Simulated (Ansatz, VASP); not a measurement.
## One calculation of Sb, two programs

```xyz
1
Lattice="3.2864 0.0000 0.0000 0.0000 3.2864 0.0000 0.0000 0.0000 3.0336" Properties=species:S:1:pos:R:3 pbc="T T T"
Sb    0.0000    0.0000    0.0000
```

Change from the starting cell: strain +0.040 along x and y, -0.040 along z, atoms carried along.

Alike in both runs: task single point; functional r2SCAN; k mesh 16 × 16 × 16; occupations gaussian, width 0.15 eV; no spin polarisation.

|  | VASP | Ansatz |
| --- | --- | --- |
| version | VASP 6.6.1 | Ansatz 0.2.0 |
| potentials or method | VASP PAW PBE potentials, release 64 (Sb), cutoff 520 eV | scalar-relativistic, plane waves, PAW |
| valence electrons in the cell | 5 | 15 |

```csv
,VASP,Ansatz,Ansatz less VASP
gap on the k mesh at the Fermi level (eV),none,none,-
pressure (GPa),-4.6,-4.6,+0.01
"traceless stress, the component that is largest in VASP (GPa)",4.75,4.73,-0.025
```

VASP's potentials were made for PBE, not for r2SCAN. A gap of «none» marks a metal or a gap that the smearing closes. VASP's potentials hold 5 valence electrons a cell and Ansatz's 15, so a difference there can come from the potentials and not from the codes.

Spin-orbit coupling is off throughout.
